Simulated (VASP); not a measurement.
Runs of VASP 6.6.1 on Ti. The structure is that of space group P6_3/mmc (No. 194), or close to it. The cells are those of the table. 

```csv
task,cell,gap on the mesh (eV),pressure (GPa)
electric field gradients,"a = 2.970, b = 2.970, c = 4.717 Å, angles 90.0, 90.0, 120.0°, 2 atoms",none,-7.8
single point,"a = 2.979, b = 2.979, c = 4.732 Å, angles 90.0, 90.0, 120.0°, 2 atoms",none,(a)
single point,"a = 3.008, b = 3.008, c = 4.778 Å, angles 90.0, 90.0, 120.0°, 2 atoms",none,-11.0
electric field gradients,"a = 2.940, b = 2.940, c = 4.670 Å, angles 90.0, 90.0, 120.0°, 2 atoms",none,-5.0
single point,"a = 2.940, b = 2.940, c = 4.670 Å, angles 90.0, 90.0, 120.0°, 2 atoms",none,-5.0
```

Alike in all rows: level PBEsol; potentials or basis VASP PAW PBE potentials, release 64 (Ti_sv); no spin polarisation; k mesh 13 × 13 × 7; cutoff (eV) 520; smearing fermi-dirac 0.08 eV.

**Question.** Estimate the missing entries.

**Answer.** (a) -8.7.

Caveats: the PAW data sets were made with another functional, which shifts forces and pressure a little.

A gap of «none» marks levels without a gap at the run's occupations.
